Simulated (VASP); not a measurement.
The system is SnTe.

```
Sn Te
1.0
     0.00000    3.58398    3.58398
     3.58398    0.00000    3.58398
     3.58398    3.58398    0.00000
Sn Te
1 1
Direct
  0.00000 0.00000 0.00000
  0.25000 0.25000 0.25000
```

Base run:

| Quantity | Value |
| --- | --- |
| Program | VASP 6.6.1 |
| Functional | PBE-based screened hybrid with 40 % exact exchange |
| Potentials or basis | VASP PAW PBE potentials, release 64 (Sn_d, Te) |
| Cutoff | 520 eV |
| k mesh | 4 × 4 × 4 |
| Occupations | fermi-dirac, width 0.02 eV |
| Spin | no spin polarisation |

Its results: band gap on the k mesh 0.48 eV (least direct gap 1.35 eV); pressure -0.5 GPa.

**Question.** The run is repeated on the same cell with these changes: functional from PBE-based screened hybrid with 40 % exact exchange to r2SCAN. What comes out?

**Answer.** Band gap on the k mesh 0.09 eV (least direct gap 0.87 eV); pressure -0.2 GPa.

Caveats: the PAW data sets were made with another functional, which shifts forces and pressure a little; spin-orbit coupling is left out, which moves the levels of the heavy elements.

A k mesh can miss the band edges.
